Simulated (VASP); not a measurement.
Wanted: the native input for a VASP 6.6.1 run.

```
Task                   : relaxation of cell and atoms
Functional             : LDA
Potentials or basis    : VASP PAW LDA potentials, release 64 (Au)
Cutoff                 : 600 eV
k mesh                 : 11 × 11 × 11
Occupations            : fermi-dirac, width 0.05 eV
Spin                   : no spin polarisation
Dipole correction      : no
Further INCAR settings : ALGO = Normal; EDIFF = 1e-06; IBRION = 2; EDIFFG = -0.01; NSW = 60; ISIF = 3
```

The structure of Au lies in POSCAR:

```
Au
1.0
   -1.6572690000      1.6572690000      1.6572690000
    1.6572690000     -1.6572690000      1.6572690000
    1.6572690000      1.6572690000     -1.6572690000
Au
1
Direct
    0.0000000000      0.0000000000      0.0000000000
```

The input as run:

INCAR

```
ALGO = Normal ; EDIFF = 1E-6
EDIFFG = -0.01 ; ENCUT = 600
GGA = CA ; IBRION = 2
ISIF = 3 ; ISMEAR = -1
LASPH = True ; LCHARG = False
LREAL = False ; LWAVE = False
NELM = 60 ; NSW = 60
PREC = Accurate ; SIGMA = 0.05
```

KPOINTS

```
k-points
0
Gamma
  11 11 11
```

Potentials or basis: VASP PAW LDA potentials, release 64 (Au).

Launch:

```sh
$ cat potpaw_LDA.64/Au/POTCAR > POTCAR
$ mpirun -np 1 vasp_std > vasp.out
```

It gave:

| Quantity | Value |
| --- | --- |
| Relaxed volume | 16.69 Å³/atom |
| Relaxed cell | a = 2.789 Å, b = 2.789 Å, c = 2.789 Å, α = 109.47°, β = 109.47°, γ = 109.47° |
| Space group after relaxing (to 0.05 Å) | Im-3m (No. 229) |
| Energy gained by relaxing | 65.6 meV/atom |
| Ionic steps | 7 |
| Pressure after relaxing | 0.0 GPa |

Run time: 18 s on 1 thread of Intel Xeon 6455B (shared host), peak memory 0.14 GiB.
